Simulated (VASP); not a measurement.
# Sc (P6_3/mmc) in VASP: further runs, part 2 of 2

VASP 6.6.1.

**3. Single point, LDA (volume scaled by 0.94)**

INCAR

```
  PREC = Accurate
  ENCUT = 520
  EDIFF = 1E-7
  ISMEAR = -1
  SIGMA = 0.05
  LREAL = False
  LASPH = True
  NELM = 80
  ALGO = Normal
  ISIF = 2
  LWAVE = False
  LCHARG = True
  LELF = True
  LVHAR = True
  NBANDS = 18
```

KPOINTS

```
Automatic mesh
0
Gamma
  9 9 5
```

POSCAR

```
Sc
1.0
    3.2414504337      0.0000000000      0.0000000000
   -1.6207252169      2.8071784207      0.0000000000
    0.0000000000      0.0000000000      5.1656514271
Sc
2
Direct
    0.6666666667      0.3333333333      0.7500000000
    0.3333333333      0.6666666667      0.2500000000
```

Potentials or basis: VASP PAW LDA potentials, release 64 (Sc_sv).

The run is started by

```sh
> cat potpaw_LDA.64/Sc_sv/POTCAR > POTCAR
> mpirun -np 1 vasp_std > vasp.out
```

OUTCAR:

```text
PREC = Accurate
   ENCUT = 520
   EDIFF = 1E-7
   ISMEAR = -1
   LREAL = False
   LASPH = True
   NELM = 80
   ISIF = 2

 ion  position               nearest neighbor table
   1  0.667  0.333  0.750-   2 3.19   2 3.19   2 3.19   2 3.19   2 3.19   2 3.19
   2  0.333  0.667  0.250-   1 3.19   1 3.19   1 3.19   1 3.19   1 3.19   1 3.19

  LATTYP: Found a hexagonal cell.
 ALAT       =     3.2414504337
 C/A-ratio  =     1.5936234512

  Lattice vectors:

 A1 = (   3.2414504337,   0.0000000000,   0.0000000000)
 A2 = (  -1.6207252169,   2.8071784207,   0.0000000000)
 A3 = (   0.0000000000,   0.0000000000,   5.1656514271)

Analysis of symmetry for initial positions (statically):
=====================================================================
 Subroutine PRICEL returns:
 Original cell was already a primitive cell.

 Routine SETGRP: Setting up the symmetry group for a
 hexagonal supercell.

 Subroutine GETGRP returns: Found 24 space group operations
 (whereof 12 operations were pure point group operations)
 out of a pool of 24 trial point group operations.

The static configuration has the point symmetry D_3d.
 The point group associated with its full space group is D_6h.

Analysis of symmetry for dynamics (positions and initial velocities):
=====================================================================
 Subroutine PRICEL returns:
 Original cell was already a primitive cell.

 Routine SETGRP: Setting up the symmetry group for a
 hexagonal supercell.

 Subroutine GETGRP returns: Found 24 space group operations
 (whereof 12 operations were pure point group operations)
 out of a pool of 24 trial point group operations.

The dynamic configuration has the point symmetry D_3d.
 The point group associated with its full space group is D_6h.

 Subroutine INISYM returns: Found 24 space group operations
 (whereof 12 operations are pure point group operations),
 and found     1 'primitive' translations

----------------------------------------------------------------------------------------

                                     Primitive cell

  volume of cell :      47.0040

  direct lattice vectors                    reciprocal lattice vectors
     3.241450434  0.000000000  0.000000000     0.308503869  0.178114792  0.000000000
    -1.620725217  2.807178421  0.000000000     0.000000000  0.356229584  0.000000000
     0.000000000  0.000000000  5.165651427     0.000000000  0.000000000  0.193586426

  length of vectors
     3.241450434  3.241450434  5.165651427     0.356229584  0.356229584  0.193586426

  position of ions in fractional coordinates (direct lattice)
     0.666666667  0.333333333  0.750000000
     0.333333333  0.666666667  0.250000000

  ion indices of the primitive-cell ions
   primitive index   ion index
                 1           1
                 2           2

----------------------------------------------------------------------------------------

 KPOINTS: Automatic mesh

Automatic generation of k-mesh.
 Grid dimensions read from file:
 generate k-points for:    9    9    5

 Generating k-lattice:

  Cartesian coordinates                     Fractional coordinates (reciprocal lattice)
     0.034278208  0.019790532  0.000000000     0.111111111  0.000000000  0.000000000
     0.000000000  0.039581065  0.000000000     0.000000000  0.111111111  0.000000000
     0.000000000  0.000000000  0.038717285     0.000000000  0.000000000  0.200000000

  Length of vectors
     0.039581065  0.039581065  0.038717285

  Shift w.r.t. Gamma in fractional coordinates (k-lattice)
     0.000000000  0.000000000  0.000000000

 Subroutine IBZKPT returns following result:
 ===========================================

 Found     36 irreducible k-points:

 Following reciprocal coordinates:
            Coordinates               Weight
  0.000000  0.000000  0.000000      1.000000
  0.111111  0.000000  0.000000      6.000000
  0.222222  0.000000  0.000000      6.000000
  0.333333 -0.000000  0.000000      6.000000
  0.444444  0.000000  0.000000      6.000000
  0.111111  0.111111  0.000000      6.000000
[... 16 lines left out ...]
  0.333333  0.222222  0.200000     24.000000
  0.333333  0.333333  0.200000      4.000000
 [... further k-points ...]
   k-points           NKPTS =     36   k-points in BZ     NKDIM =     36   number of bands    NBANDS=     18
   number of dos      NEDOS =    301   number of ions     NIONS =      2
   total plane-waves  NPLWV =  23040
   dimension x,y,z NGX =    24 NGY =   24 NGZ =   40
   dimension x,y,z NGXF=    48 NGYF=   48 NGZF=   80
   ions per type =               2
   NGX,Y,Z   is equivalent  to a cutoff of  12.31, 12.31, 12.87 a.u.
   NGXF,Y,Z  is equivalent  to a cutoff of  24.62, 24.62, 25.75 a.u.
 SYSTEM =  unknown system
   PREC   = accura    normal or accurate (medium, high low for compatibility)
   ISTART =      0    job   : 0-new  1-cont  2-samecut
   ICHARG =      2    charge: 1-file 2-atom 10-const
   ISPIN  =      1    spin polarized calculation?
   LNONCOLLINEAR =      F non collinear calculations
   LSORBIT =      F    spin-orbit coupling
   LASPH  =      T    aspherical Exc in radial PAW
   ENCUT  =  520.0 eV  38.22 Ry    6.18 a.u.   6.03  6.03  9.60*2*pi/ulx,y,z
   NELM   =     80;   NELMIN=  2; NELMDL= -5     # of ELM steps
   EDIFF  = 0.1E-06   stopping-criterion for ELM
   LREAL  =      F    real-space projection
   EDIFFG = 0.1E-05   stopping-criterion for IOM
   NSW    =      0    number of steps for IOM
   IBRION =     -1    ionic relax: 0-MD 1-quasi-New 2-CG
   NFREE  =      0    steps in history (QN), initial steepest desc. (CG)
   ISIF   =      2    stress and relaxation
   ISYM   =      2    0-nonsym 1-usesym 2-fastsym
   POTIM  = 0.5000    time-step for ionic-motion
   TEBEG  =    0.0;   TEEND  =   0.0 temperature during run
   PSTRESS=    0.0 pullay stress
   NELECT =      22.0000    total number of electrons
   NUPDOWN=      -1.0000    fix difference up-down
   EMIN   =  10.00;   EMAX   =-10.00  energy-range for DOS
   EFERMI =   0.00;   METHOD = LEGACY
   ISMEAR =    -1;   SIGMA  =   0.05  broadening in eV -4-tet -1-fermi 0-gaus
   EFERMI_NEDOS =   21; number of points for ismear=-14 and -15
   IALGO  =     38    algorithm
   IMIX   =      4    mixing-type and parameters
     AMIX     =   0.40;   BMIX     =  1.00
     AMIX_MAG =   1.60;   BMIX_MAG =  1.00
  volume/ion in A,a.u.               =      23.50       158.60
  Fermi-wavevector in a.u.,A,eV,Ry     =   1.271074  2.401982 21.981974  1.615630
  Thomas-Fermi vector in A             =   2.404027
   LORBIT       =      0    0 simple, 1 ext, 2 COOP (PROOUT), +10 PAW based schemes
   GGA     = CA    functional components
   LHFCALC =     F    Hartree Fock is set to
   AEXX    =    0.0000 exact exchange contribution
   IVDW    =     0    specifies the selected vdW correction
   LEPSILON=     F    determine dielectric tensor
   LRPA    =     F    only Hartree local field effects (RPA)
 non-spin polarized calculation
  energy-cutoff  :      520.00
  volume of cell :       47.00
 maximum number of plane-waves:      1290
   NGX = 13   NGY = 13   NGZ = 19

 number of electron      21.9999996 magnetization

 Free energy of the ion-electron system (eV)
  ---------------------------------------------------
  ext. energy  EPLUGINS =         0.00000000
  ---------------------------------------------------
  free energy    TOTEN  =       -13.44371149 eV

  energy without entropy =      -13.40880420  energy(sigma->0) =      -13.42625785

 E-fermi :   3.7447     XC(G=0): -10.3417

 val. band max:        3.7382000980   @ k =   0.3333  -0.0000   0.4000
 cond. band min:       3.7467385215   @ k =   0.3333   0.1111   0.2000
 fundamental gap:      0.0085384235
 Fermi energy:         3.7447093601

 k-point     1 :       0.0000    0.0000    0.0000
  band No.  band energies     occupation
      1     -44.9542      2.00000
      2     -44.8694      2.00000
      3     -24.1636      2.00000
      4     -23.7484      2.00000
      5     -23.7484      2.00000
      6     -23.6773      2.00000
[... 10 lines left out ...]
     17       6.1882      0.00000
     18       6.1882      0.00000

 k-point     2 :       0.1111    0.0000    0.0000
  band No.  band energies     occupation
      1     -44.9466      2.00000
      2     -44.8663      2.00000
      3     -24.1443      2.00000
      4     -23.7882      2.00000
      5     -23.7615      2.00000
      6     -23.7186      2.00000
[... 10 lines left out ...]
     17       5.9882      0.00000
     18       6.0216      0.00000
[... 442 lines left out ...]
 k-point    24 :       0.3333    0.3333    0.2000
  band No.  band energies     occupation
      1     -44.8597      2.00000
      2     -44.8597      2.00000
      3     -24.0115      2.00000
      4     -24.0025      2.00000
      5     -24.0025      2.00000
      6     -23.8821      2.00000
[... 10 lines left out ...]
     17       7.4870      0.00000
     18       7.4870      0.00000

 [... further k-points ...]
[... 5 lines left out ...]
  --------------------------------------------------------------------------------------
  -------------------------------------------------------------------------------------
  Total       -0.4658996     -0.4658996     -1.0561041      0.0000000      0.0000000      0.0000000
  in kB      -15.8806552    -15.8806552    -35.9983697      0.0000000      0.0000000      0.0000000
  external PRESSURE =     -22.5865601 kB  Pullay stress =       0.0000000 kB

 VOLUME and BASIS-vectors are now :
 -----------------------------------------------------------------------------
  energy-cutoff  :      520.00
  volume of cell :       47.00
      direct lattice vectors                 reciprocal lattice vectors
     3.241450434  0.000000000  0.000000000     0.308503869  0.178114792  0.000000000
    -1.620725217  2.807178421  0.000000000     0.000000000  0.356229584  0.000000000
     0.000000000  0.000000000  5.165651427     0.000000000  0.000000000  0.193586426

 POSITION                                       TOTAL-FORCE (eV/Angst)
 -----------------------------------------------------------------------------------
      1.62073      0.93573      3.87424         0.000000     -0.000000      0.000000
     -0.00000      1.87145      1.29141        -0.000000      0.000000      0.000000
 -----------------------------------------------------------------------------------
    total drift:                               -0.000000      0.000000     -0.000000

  FREE ENERGIE OF THE ION-ELECTRON SYSTEM (eV)
  ---------------------------------------------------
  free  energy   TOTEN  =       -13.4437114894 eV

  energy  without entropy=      -13.4088042048  energy(sigma->0) =      -13.42625785
```

OSZICAR:

```text
N       E                     dE             d eps       ncg     rms          rms(c)
DAV:   1     0.363655751141E+03    0.36366E+03   -0.10829E+04  1296   0.134E+03
DAV:   2     0.645658661041E+01   -0.35720E+03   -0.35004E+03  1616   0.548E+02
DAV:   3    -0.144400955364E+02   -0.20897E+02   -0.19848E+02  2112   0.174E+02
DAV:   4    -0.148093473649E+02   -0.36925E+00   -0.36709E+00  1994   0.209E+01
DAV:   5    -0.148141959800E+02   -0.48486E-02   -0.48454E-02  2188   0.261E+00    0.793E+00
DAV:   6    -0.136189789252E+02    0.11952E+01   -0.26789E+00  1716   0.189E+01    0.234E+00
DAV:   7    -0.134582142078E+02    0.16076E+00   -0.63948E-01  1798   0.828E+00    0.771E-01
DAV:   8    -0.134448418438E+02    0.13372E-01   -0.31963E-02  1654   0.244E+00    0.244E-01
DAV:   9    -0.134436905603E+02    0.11513E-02   -0.74629E-03  1886   0.901E-01    0.251E-02
DAV:  10    -0.134437104909E+02   -0.19931E-04   -0.14013E-04  2036   0.163E-01    0.471E-03
DAV:  11    -0.134437114991E+02   -0.10082E-05   -0.32296E-06  2068   0.196E-02    0.123E-03
DAV:  12    -0.134437114894E+02    0.96252E-08   -0.15359E-07  1334   0.415E-03
   1 F= -.13443711E+02 E0= -.13426258E+02  d E =-.349073E-01
```

stdout:

```text
POSCAR found type information on POSCAR Sc
 POSCAR found :  1 types and       2 ions
 scaLAPACK will be used
 LDA part: xc-table for (Slater(with rela. corr.)+CA(PZ))
 , standard interpolation
 POSCAR, INCAR and KPOINTS ok, starting setup
 FFT: planning ... GRIDC
 FFT: planning ... GRID_SOFT
 FFT: planning ... GRID
 WAVECAR not read
 entering main loop
```

Wall time 13 s (1 thread of Intel Xeon 6975P-C (Granite Rapids), shared host); peak memory 0.15 GiB.

Results:

- Free energy: -13.4437 eV
- Pressure: -2.3 GPa
- Band gap on the k mesh: zero (band 11 reaches 4.43 eV, above the bottom of band 12 at 3.19 eV)

Stress tensor (GPa, compression positive):
```
-1.59  0.00  0.00
 0.00 -1.59  0.00
 0.00  0.00 -3.60
```

Levels at points of the mesh, in eV from the Fermi level:
```csv
k point,band 9,band 10,band 11,band 12,band 13,band 14
"(0.00, 0.00, 0.00)",-5.17,-1.75,0.65,1.61,1.61,1.74
```

**4. Single point, LDA (volume scaled by 0.96)**

INCAR

```
ALGO = Normal ; EDIFF = 1E-6
ENCUT = 520 ; GGA = CA
ISIF = 2 ; ISMEAR = -1
LASPH = T ; LCHARG = F
LREAL = F ; LWAVE = F
NBANDS = 18 ; NELM = 80
PREC = Accurate ; SIGMA = 0.05
```

KPOINTS

```
k-points
0
Gamma
  9 9 5
```

POSCAR

```
Sc
1.0
    3.2642783016      0.0000000000      0.0000000000
   -1.6321391508      2.8269479342      0.0000000000
    0.0000000000      0.0000000000      5.2020304526
Sc
2
Direct
    0.6666666667      0.3333333333      0.7500000000
    0.3333333333      0.6666666667      0.2500000000
```

The run is started by

```sh
> cat potpaw_LDA.64/Sc_sv/POTCAR > POTCAR
> mpirun -np 1 vasp_std > vasp.out
```

Run time: 12 s. Hardware: 1 thread of Intel Xeon 6975P-C (Granite Rapids), shared host; peak memory 0.14 GiB.

It converged, with:

```yaml
Free_energy: -13.4266 eV
Pressure: -3.4 GPa
Band_gap_on_the_k_mesh: zero (band 11 reaches 4.29 eV, above the bottom of band 12 at 3.09 eV)
```

Stress tensor (GPa, compression positive):
```
-2.72  0.00  0.00
 0.00 -2.72  0.00
 0.00  0.00 -4.62
```

Levels at points of the mesh, in eV from the Fermi level:
| k point | band 9 | band 10 | band 11 | band 12 | band 13 | band 14 |
| --- | --- | --- | --- | --- | --- | --- |
| (0.00, 0.00, 0.00) | -5.13 | -1.72 | 0.60 | 1.58 | 1.58 | 1.70 |

**5. Overview**

```csv
task,level,potentials or basis,cell,cutoff (eV),gap on the mesh (eV),pressure (GPa)
relaxation of cell and atoms,PBE+D4,"VASP PAW PBE potentials, release 64 (Sc_sv)","relaxed from a = 3.309, b = 3.309, c = 5.273 Å, angles 90.0, 90.0, 120.0°, 2 atoms",600,none,0.0
single point,LDA,"VASP PAW LDA potentials, release 64 (Sc_sv)","a = 3.241, b = 3.241, c = 5.166 Å, angles 90.0, 90.0, 120.0°, 2 atoms",520,none,-2.3
single point,LDA,"VASP PAW LDA potentials, release 64 (Sc_sv)","a = 3.264, b = 3.264, c = 5.202 Å, angles 90.0, 90.0, 120.0°, 2 atoms",520,none,-3.4
```

Alike in all rows: no spin polarisation; k mesh 9 × 9 × 5; smearing fermi-dirac 0.05 eV.

Caveats: pairwise dispersion overbinds metals, which lowers pressure and volume (some runs).

Absolute energies hang on the potentials; compare differences alone.
